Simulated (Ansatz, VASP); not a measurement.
Al2O3: VASP beside Ansatz

```
CELL_PARAMETERS angstrom
2.40435 1.38815 4.37448
-2.40435 1.38815 4.37448
0.00000 -2.77631 4.37448
ATOMIC_POSITIONS crystal
Al 0.85215 0.85215 0.85215
Al 0.64785 0.64785 0.64785
Al 0.14785 0.14785 0.14785
Al 0.35215 0.35215 0.35215
O 0.05618 0.44382 0.75000
O 0.75000 0.05618 0.44382
O 0.44382 0.75000 0.05618
O 0.94382 0.55618 0.25000
O 0.25000 0.94382 0.55618
O 0.55618 0.25000 0.94382
```

Alike in both runs: functional PBE; k mesh 6 × 6 × 6; occupations gaussian, width 0.02 eV; no spin polarisation.

Ansatz relaxed the structure, and its values are those at the end. VASP's run is a single point on that final structure, the one shown.

```csv
,VASP,Ansatz
version,VASP 6.6.1,Ansatz 0.2.0
potentials or method,"VASP PAW PBE potentials, release 64 (Al, O), cutoff 520 eV","scalar-relativistic, plane waves, PAW"
valence electrons in the cell,48,48
```

VASP gave:

| Property | Result |
| --- | --- |
| gap on the k mesh at the Fermi level (eV) | 5.85 |
| least direct gap on the mesh (eV) | 5.85 |
| pressure (GPa) | -0.1 |

Problem. Which values does Ansatz return?

Solution. gap on the k mesh at the Fermi level (eV): 5.85; least direct gap on the mesh (eV): 5.85; pressure (GPa): 0.0.

The functional is the same, so the differences come from potentials, cutoffs and numerics.
